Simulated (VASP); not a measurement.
Crystal: ScAl2Sb2As.

```
Sc Al Sb As
1.0
     5.26684    0.00000    0.00000
     0.00000    5.26684    0.00000
     0.00000    0.00000    6.08694
Sc Al Sb As
1 2 2 1
Direct
  0.00000 0.00000 0.50000
  0.00000 0.50000 0.50000
  0.50000 0.00000 0.50000
  0.50000 0.50000 0.77254
  0.50000 0.50000 0.22746
  0.00000 0.00000 0.00000
```

The cell was generated, and may not be a known phase.

```yaml
Program: VASP 6.6.1
Task: relaxation of cell and atoms
Functional: PBE
Potentials_or_basis: VASP PAW PBE potentials, release 64 (Sc_sv, Al, Sb, As)
Cutoff: 600 eV
k_mesh: 4 × 4 × 4
Occupations: gaussian, width 0.1 eV
Spin: no spin polarisation
```

At the start: pressure -0.6 GPa; volume 28.14 Å³/atom.

Q: Where does the relaxation end?

A: Over 11 steps the energy falls by 63.2 meV/atom; space group P4/mmm (No. 123, to 0.1 Å) before and after.

The path:
```csv
step,energy change (eV),largest force (eV/Å),pressure (GPa),volume (Å³)
1,0.0000,0.7033,-0.61,168.85
2,-0.1901,0.3942,0.18,166.11
3,-0.2411,0.4230,0.85,164.14
4,-0.2845,0.3899,3.03,159.86
5,-0.2745,0.7709,1.27,162.75
6,-0.3088,0.7405,1.99,161.33
7,-0.3082,0.6264,2.36,160.78
8,-0.2917,1.3164,0.83,169.34
9,-0.3524,0.2030,1.48,164.78
10,-0.3714,0.1067,-0.66,171.12
11,-0.3792,0.0083,0.04,168.82
```

Final structure:
```
CELL_PARAMETERS angstrom
5.52708 0.00000 0.00000
0.00000 5.52708 0.00000
0.00000 0.00000 5.52624
ATOMIC_POSITIONS crystal
Sc 0.00000 0.00000 0.50000
Al 0.00000 0.50000 0.50000
Al 0.50000 0.00000 0.50000
Sb 0.50000 0.50000 0.75264
Sb 0.50000 0.50000 0.24736
As 0.00000 0.00000 0.00000
```
